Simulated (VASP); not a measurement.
# Al14CN16 (a cell with a defect) in VASP: further runs, part 2 of 2

VASP 6.6.1. The steps go on from the part before.

### Step 3. Single point, PBE, collinear spin

The input, INCAR:

```
SYSTEM = Al14CN16
  PREC = Accurate
  ENCUT = 520
  EDIFF = 1E-6
  ISMEAR = 0
  SIGMA = 0.01
  LREAL = Auto
  LASPH = .TRUE.
  NELM = 200
  ALGO = Normal
  ISIF = 2
  LWAVE = .FALSE.
  LCHARG = .FALSE.
  ISPIN = 2
  MAGMOM = 0 0.01 0.01 0.01 0.21 0.25 0.01 0.01 0 0.24 0 0.01 0 0.01 0 0 0 0 0 0 0 0 0 0 0 0 0 0 0 0 0
  LORBIT = 11
  NUPDOWN = 1.0
  GGA = PE
  NELECT = 127.0
  NBANDS = 88
  GGA_COMPAT = .FALSE.
  ISYM = -1
```

The input, KPOINTS:

```
explicit points
1
Reciprocal
  0.25000000   0.25000000   0.25000000 1
```

The input, POSCAR:

```
Al14CN16
1.0
    6.2595139128      0.0000000578      0.0000000000
   -3.1297570064      5.4208980350      0.0000000000
    0.0000000000      0.0000000000     10.0348065929
C N Al
1 16 14
Direct
    0.3820590877      0.1184474868      0.2681373472
    0.3611467859      0.1395706895      0.3971626186
    0.1338197546      0.3661381491      0.1784936322
    0.3237135400      0.1755402055      0.9388632874
    0.1619912390      0.3380394387      0.7015805375
    0.3545820366      0.6899725264      0.4406235235
    0.2110800534      0.8875947992      0.1987671726
    0.3318603058      0.6816423146      0.9367591993
    0.1662993504      0.8412885684      0.6849532496
    0.8099750841      0.1455241639      0.4404535057
    0.6122765286      0.2894014106      0.1986357126
    0.8177346464      0.1674855932      0.9368571072
    0.6590006694      0.3338559532      0.6850035909
    0.8364276776      0.6642018235      0.4382074379
    0.6711434219      0.8288023962      0.1871803041
    0.8331194295      0.6661966131      0.9473325265
    0.6685711909      0.8316372849      0.6943655677
    0.3256057596      0.1744495321      0.7471288133
    0.1547838612      0.3447261784      0.9974717366
    0.3398339657      0.6594803699      0.2576328163
    0.1691706108      0.8269411916      0.4946475194
    0.3298961843      0.6695650167      0.7444269386
    0.1756411529      0.8495815813      1.0035788130
    0.8401765754      0.1602791793      0.2574714013
    0.6738046175      0.3313666093      0.4946787514
    0.8304845210      0.1701854574      0.7445214215
    0.6497428245      0.3239457014      1.0034996641
    0.8326352761      0.6676730463      0.2531916045
    0.6705414139      0.8299106414      0.5044181884
    0.8331428361      0.6670079357      0.7515604953
    0.6633090999      0.8362833788      0.9985174954
```

Potentials or basis: VASP PAW PBE potentials, release 64 (C, N, Al).

Started as:

```bash
$ cat potpaw_PBE.64/C/POTCAR potpaw_PBE.64/N/POTCAR potpaw_PBE.64/Al/POTCAR > POTCAR
$ mpirun -np 1 vasp_std > vasp.out
```

OUTCAR:

```text
SYSTEM = Al14CN16
   PREC = Accurate
   ENCUT = 520
   EDIFF = 1E-6
   ISMEAR = 0
   LREAL = Auto
   LASPH = .TRUE.
   NELM = 200
   ISIF = 2
   ISPIN = 2
   LORBIT = 11
   NUPDOWN = 1.0
   GGA = PE
   NELECT = 127.0
   ISYM = -1

 ion  position               nearest neighbor table
   1  0.382  0.118  0.268-   2 1.31  11 1.47   7 1.47
   2  0.361  0.140  0.397-   1 1.31  21 1.97  25 1.97
   3  0.134  0.366  0.178-  20 1.82  24 1.82  19 1.83
   4  0.324  0.176  0.939-  27 1.88  23 1.88  18 1.92  19 1.92
   5  0.162  0.338  0.702-  18 1.83  22 1.85  26 1.85
   6  0.355  0.690  0.441-  29 1.83  21 1.84  20 1.84
   7  0.211  0.888  0.199-   1 1.47  23 1.97  20 2.05  28 2.13
   8  0.332  0.682  0.937-  23 1.88  31 1.90  19 1.93  22 1.93
   9  0.166  0.841  0.685-  18 1.91  21 1.91  22 1.91  30 1.93
  10  0.810  0.146  0.440-  29 1.83  25 1.84  24 1.84
  11  0.612  0.289  0.199-   1 1.47  27 1.97  24 2.05  28 2.13
  12  0.818  0.167  0.937-  27 1.88  31 1.90  19 1.93  26 1.93
  13  0.659  0.334  0.685-  18 1.91  25 1.91  26 1.91  30 1.93
  14  0.836  0.664  0.438-  28 1.86  21 1.89  25 1.89  29 1.92
  15  0.671  0.829  0.187-  28 1.87  31 1.90  20 1.93  24 1.93
  16  0.833  0.666  0.947-  31 1.91  27 1.94  23 1.94  30 1.96
  17  0.669  0.832  0.694-  30 1.87  26 1.90  22 1.90  29 1.91
[... 6 lines left out ...]
  21  0.169  0.827  0.495-   6 1.84  14 1.89   9 1.91   2 1.97  20 3.00  28 3.03  22 3.04  25 3.10
                            29 3.13  29 3.13  30 3.16  25 3.16  18 3.16
  22  0.330  0.670  0.744-   5 1.85  17 1.90   9 1.91   8 1.93  29 3.04  21 3.04  18 3.09  19 3.09
                            30 3.10  31 3.13  26 3.13  26 3.13  30 3.16  23 3.17  18 3.17
  23  0.176  0.850  0.004-   8 1.88   4 1.88  16 1.94   7 1.97  27 2.97  31 3.10  19 3.10  18 3.12
                            28 3.12  30 3.14  31 3.17  19 3.17  22 3.17  20 3.19  27 3.29
  24  0.840  0.160  0.257-   3 1.82  10 1.84  15 1.93  11 2.05  25 3.00  29 3.06  28 3.06  19 3.12
                            20 3.13  20 3.13  31 3.14  27 3.19  28 3.20
  25  0.674  0.331  0.495-  10 1.84  14 1.89  13 1.91   2 1.97  24 3.00  28 3.03  26 3.04  21 3.10
                            29 3.13  29 3.13  30 3.16  21 3.16  18 3.16
  26  0.830  0.170  0.745-   5 1.85  17 1.90  13 1.91  12 1.93  29 3.04  25 3.04  18 3.09  19 3.09
                            30 3.10  22 3.13  31 3.13  22 3.13  30 3.16  27 3.17  18 3.17
  27  0.650  0.324  0.003-  12 1.88   4 1.88  16 1.94  11 1.97  23 2.97  31 3.10  19 3.10  18 3.12
                            28 3.12  30 3.14  31 3.17  19 3.17  26 3.17  24 3.19  23 3.29
  28  0.833  0.668  0.253-  14 1.86  15 1.87  11 2.13   7 2.13  25 3.03  21 3.03  20 3.06  24 3.06
                            29 3.07  23 3.12  27 3.12  31 3.14  24 3.20  20 3.20
  29  0.671  0.830  0.504-  10 1.83   6 1.83  17 1.91  14 1.92  26 3.04  22 3.04  30 3.04  20 3.06
                            24 3.06  28 3.07  25 3.13  21 3.13  21 3.13  25 3.13
  30  0.833  0.667  0.752-  17 1.87  13 1.93   9 1.93  16 1.96  29 3.04  31 3.09  22 3.10  26 3.10
                            18 3.13  18 3.13  23 3.14  27 3.14  25 3.16  21 3.16  26 3.16  22 3.16
  31  0.663  0.836  0.999-  15 1.90  12 1.90   8 1.90  16 1.91  30 3.09  23 3.10  27 3.10  22 3.13
                            26 3.13  19 3.13  19 3.13  20 3.14  24 3.14  28 3.14  27 3.17  23 3.17

IMPORTANT INFORMATION: All symmetrisations will be switched off!
NOSYMM: (Re-)initialisation of all symmetry stuff for point group C_1.

----------------------------------------------------------------------------------------

                                     Primitive cell

  volume of cell :     340.5029

  direct lattice vectors                    reciprocal lattice vectors
     6.259513913  0.000000058  0.000000000     0.159756813  0.092235641  0.000000000
    -3.129757006  5.420898035  0.000000000    -0.000000002  0.184471279  0.000000000
     0.000000000  0.000000000 10.034806593     0.000000000  0.000000000  0.099653141

  length of vectors
     6.259513913  6.259513913 10.034806593     0.184471279  0.184471279  0.099653141

  position of ions in fractional coordinates (direct lattice)
     0.382059088  0.118447487  0.268137347
     0.361146786  0.139570689  0.397162619
     0.133819755  0.366138149  0.178493632
     0.323713540  0.175540205  0.938863287
     0.161991239  0.338039439  0.701580537
[... 118 lines left out ...]
   IVDW    =     0    specifies the selected vdW correction
   LEPSILON=     F    determine dielectric tensor
   LRPA    =     F    only Hartree local field effects (RPA)
 spin polarized calculation
 Gauss-broadening in eV      SIGMA  =   0.01
  energy-cutoff  :      520.00
  volume of cell :      340.50
 maximum number of plane-waves:      9148
 NGX is ok and might be reduce to    48
   NGX = 23   NGY = 23   NGZ = 37

 number of electron     127.0000000 magnetization       0.9999910

 Free energy of the ion-electron system (eV)
  ---------------------------------------------------
  ext. energy  EPLUGINS =         0.00000000
  ---------------------------------------------------
  free energy    TOTEN  =      -223.70079667 eV

  energy without entropy =     -223.70079667  energy(sigma->0) =     -223.70079667

 E-fermi :   5.9083     XC(G=0): -10.6054

 val. band max:        5.7775461609   @ k =   0.2500   0.2500   0.2500
 cond. band min:       6.4582452219   @ k =   0.2500   0.2500   0.2500
 fundamental gap:      0.6806990609
 Fermi energy:         5.8220322883

 spin component 1

 k-point     1 :       0.2500    0.2500    0.2500
  band No.  band energies     occupation
      1     -12.6657      1.00000
      2      -9.5331      1.00000
      3      -9.3768      1.00000
      4      -9.0938      1.00000
      5      -8.7147      1.00000
      6      -8.6491      1.00000
[... 67 lines left out ...]
     74      11.9100      0.00000
     75      12.1169      0.00000
 Fermi energy:         5.9082562508

 spin component 2

 k-point     1 :       0.2500    0.2500    0.2500
  band No.  band energies     occupation
      1     -12.6574      1.00000
      2      -9.5206      1.00000
      3      -9.3574      1.00000
      4      -9.0786      1.00000
      5      -8.6949      1.00000
      6      -8.6252      1.00000
[... 67 lines left out ...]
     74      11.9284      0.00000
     75      12.1371      0.00000
 [bands above 75 left out]

------------------------ aborting loop because EDIFF is reached ----------------------------------------

  FORCE on cell =-STRESS in cart. coord.  units (eV):
  Direction    XX          YY          ZZ          XY          YZ          ZX
  --------------------------------------------------------------------------------------
  -------------------------------------------------------------------------------------
  Total        9.5851310     -3.1622850      7.5551913    -11.1007595      0.1843833      0.2258103
  in kB       45.1011669    -14.8795823     35.5496389    -52.2326932      0.8675835      1.0625109
  external PRESSURE =      21.9237412 kB  Pullay stress =       0.0000000 kB

 VOLUME and BASIS-vectors are now :
 -----------------------------------------------------------------------------
  energy-cutoff  :      520.00
  volume of cell :      340.50
      direct lattice vectors                 reciprocal lattice vectors
     6.259513913  0.000000058  0.000000000     0.159756813  0.092235641  0.000000000
    -3.129757006  5.420898035  0.000000000    -0.000000002  0.184471279  0.000000000
     0.000000000  0.000000000 10.034806593     0.000000000  0.000000000  0.099653141

 POSITION                                       TOTAL-FORCE (eV/Angst)
 -----------------------------------------------------------------------------------
      2.02079      0.64209      2.69071        -0.023298      0.029183     -0.056391
      1.82378      0.75660      3.98545        -0.009609      0.002596      0.092010
     -0.30828      1.98480      1.79115         0.003780      0.005110     -0.001520
      1.47689      0.95159      9.42131        -0.005647      0.004708     -0.003413
     -0.04399      1.83248      7.04023        -0.001769     -0.001929      0.007778
      0.06006      3.74027      4.42157         0.014632     -0.022301     -0.001412
[... 23 lines left out ...]
      3.12750      3.61578      7.54176         0.000247     -0.000286     -0.011297
      1.53463      4.53341     10.01993        -0.006404     -0.002849      0.003477
 -----------------------------------------------------------------------------------
    total drift:                                0.003521     -0.004845     -0.007128

  FREE ENERGIE OF THE ION-ELECTRON SYSTEM (eV)
  ---------------------------------------------------
  free  energy   TOTEN  =      -223.7007966736 eV

  energy  without entropy=     -223.7007966736  energy(sigma->0) =     -223.70079667

 total charge

# of ion       s       p       d       tot
------------------------------------------
    1        0.837   1.596   0.000   2.433
    2        1.246   2.637   0.000   3.882
    3        1.240   2.597   0.000   3.837
    4        1.232   2.615   0.000   3.847
    5        1.247   2.545   0.000   3.792
    6        1.250   2.549   0.000   3.799
[... 23 lines left out ...]
   30        0.374   0.420   0.000   0.794
   31        0.376   0.435   0.000   0.811
--------------------------------------------------
tot         25.872  49.163   0.000  75.035

 magnetization (x)

# of ion       s       p       d       tot
------------------------------------------
    1       -0.000  -0.005   0.000  -0.005
    2       -0.000   0.016   0.000   0.016
    3        0.001   0.012   0.000   0.013
    4        0.001   0.011   0.000   0.012
    5        0.010   0.175   0.000   0.185
    6        0.006   0.214   0.000   0.220
[... 23 lines left out ...]
   30       -0.000  -0.000   0.000  -0.000
   31       -0.000   0.000   0.000  -0.000
--------------------------------------------------
tot          0.017   0.654   0.000   0.671
```

It took 2 min on 1 thread of Intel Xeon 6975P-C (Granite Rapids), shared host; peak memory 0.57 GiB.

Results:

```
Free energy                                           : -223.7008 eV
Largest force                                         : 0.093 eV/Å
Net moment                                            : 1.00 μB per cell
Site moments                                          : C -0.01; N +0.02, +0.01, +0.18, +0.22, -0.00, +0.21, +0.00 (each value once); Al -0.00, +0.00, -0.01 (each value once) μB
Valence electrons inside the program's atomic spheres : C 2.43; N 3.88, 3.84, 3.85, 3.79, 3.80, 3.83, 3.87, 3.81, 3.86 (each value once); Al 0.82, 0.81, 0.80, 0.76, 0.84, 0.79 (each value once)
```

Forces in eV/Å, atoms in the order of the input:
```
C   -0.023  0.029 -0.056
N   -0.010  0.003  0.092
N    0.004  0.005 -0.002
N   -0.006  0.005 -0.003
N   -0.002 -0.002  0.008
N    0.015 -0.022 -0.001
N    0.006 -0.053 -0.027
N    0.003  0.001  0.003
N    0.004 -0.005  0.007
N   -0.003 -0.011 -0.006
N    0.021  0.029 -0.032
N    0.001  0.005  0.006
N    0.002 -0.002  0.002
N    0.005  0.009  0.004
N   -0.003 -0.007 -0.002
N    0.005 -0.005  0.016
N   -0.001  0.000  0.007
Al  -0.013  0.005 -0.018
Al   0.010  0.002 -0.013
Al   0.000 -0.005 -0.026
Al  -0.011 -0.001  0.019
Al  -0.004 -0.004 -0.001
Al  -0.010 -0.002  0.003
Al   0.003 -0.004  0.010
Al   0.006 -0.002  0.005
Al   0.004  0.005 -0.006
Al   0.002  0.009  0.011
Al  -0.005  0.004 -0.003
Al   0.009  0.018  0.011
Al   0.000  0.000 -0.011
Al  -0.006 -0.003  0.003
```

Caveat: the cell carries a net charge on a neutralising background, which shifts energy and pressure; the cell is charged against a uniform background, so pressure and absolute levels hang on convention; the total moment is fixed, so each spin has its own Fermi level.
